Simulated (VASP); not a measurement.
The system is Au.

```
Au
1.0
     1.38250   -2.50376    0.00000
     1.38250    2.50376    0.00000
     0.00000    0.00000    4.79328
Au
2
Direct
  0.33467 0.66533 0.25000
  0.66533 0.33467 0.75000
```

Program: VASP 6.6.1. Alike in all runs: task single point; no spin polarisation; cell as given; k mesh 11 × 11 × 6; cutoff (eV) 520; smearing fermi-dirac 0.05 eV.

Problem. Order these runs on this cell by their pressure, lowest first.
A. level r2SCAN; potentials or basis VASP PAW PBE potentials, release 64 (Au)
B. level LDA; potentials or basis VASP PAW LDA potentials, release 64 (Au)
C. level PBEsol; potentials or basis VASP PAW PBE potentials, release 64 (Au)

Solution. B (0.9 GPa), C (5.0 GPa), A (11.1 GPa).

Caveats: the PAW data sets were made with another functional, which shifts forces and pressure a little (some runs).
